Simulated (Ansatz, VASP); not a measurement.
## Cu: VASP beside Ansatz

INCAR

```
SYSTEM = Cu
ALGO     = Normal         ! electronic algorithm
EDIFF    = 1E-8           ! SCF threshold, eV
ENCUT    = 520            ! plane-wave cutoff, eV
GGA      = PE             ! functional
GGA_COMPAT= .False.      
ISIF     = 2              ! what is computed and relaxed
ISMEAR   = -1             ! smearing method
LASPH    = .True.         ! aspherical terms in the spheres
LCHARG   = .False.        ! write CHGCAR
LEFG     = .True.       
LMAXMIX  = 4              ! l up to which the mixer works
LNONCOLLINEAR= .True.         ! non-collinear magnetism
LORBIT   = 11             ! projections on sites
LORBMOM  = .True.       
LREAL    = .False.        ! projectors in reciprocal space
LSORBIT  = .True.         ! spin-orbit coupling
LWAVE    = .False.        ! write WAVECAR
MAGMOM   = 0 0 0          ! initial moments
NBANDS   = 22             ! bands
NELM     = 150            ! most SCF steps
PREC     = Accurate       ! precision mode
SIGMA    = 0.08           ! smearing width, eV
```

File KPOINTS:

```
k-points
0
Gamma
  19 19 19
  0 0 0
```

File POSCAR:

```
Cu
1.0
    0.0000000000      1.8075000000      1.8075000000
    1.8075000000      0.0000000000      1.8075000000
    1.8075000000      1.8075000000      0.0000000000
Cu
1
Direct
    0.0000000000      0.0000000000      0.0000000000
```

Input for Ansatz:

```yaml
crystal:
  lattice:
    - [0.0, 1.8075, 1.8075]
    - [1.8075, 0.0, 1.8075]
    - [1.8075, 1.8075, 0.0]
  atoms:
    - { symbol: Cu, position: [0.0, 0.0, 0.0] }
kpoints:
  mp_grid: { grid: [19, 19, 19] }
  band_path:
    path:
      - [0.0, 0.0, 0.0]
      - [0.5, 0.0, 0.5]
      - [0.625, 0.25, 0.625]
      - [0.375, 0.375, 0.75]
      - [0.0, 0.0, 0.0]
      - [0.5, 0.5, 0.5]
      - [0.5, 0.25, 0.75]
      - [0.5, 0.0, 0.5]
    npoints: 5
scf:
  occupations: { method: fermi_dirac, width: 0.08 }
hamiltonian:
  xc: pbe
  pseudopotentials: { kind: paw_fr }
output:
  forces: true
  stress: true
  eigenvalues: true
  efg: { contact_densities: true }
  write_density: true
  write_potential: true
  elf: true
  volumetric_format: npy
magnetization:
  noncollinear: true
  spin_orbit: true
```

Alike in both runs: task electric field gradients; functional PBE; k mesh 19 × 19 × 19; occupations fermi-dirac, width 0.08 eV; non-collinear spin, spin-orbit coupling.

|  | VASP | Ansatz |
| --- | --- | --- |
| version | VASP 6.6.1 | Ansatz 0.2.0 |
| potentials or method | VASP PAW PBE potentials, release 64 (Cu) | PAW with Ansatz's default frozen-core files, fully relativistic files with spin-orbit coupling |
| plane-wave cutoff (eV) | 520 | 420 |
| valence electrons in the cell | 11 | 19 |

|  | VASP | Ansatz | Ansatz less VASP |
| --- | --- | --- | --- |
| pressure (GPa) | 2.2 | 1.7 | -0.54 |
| net moment per atom (μB) | 0.00 | 0.00 | 0.000 |

The functional is the same, so the differences come from potentials, cutoffs and numerics. VASP's potentials hold 11 valence electrons a cell and Ansatz's 19, so a difference there can come from the potentials and not from the codes.
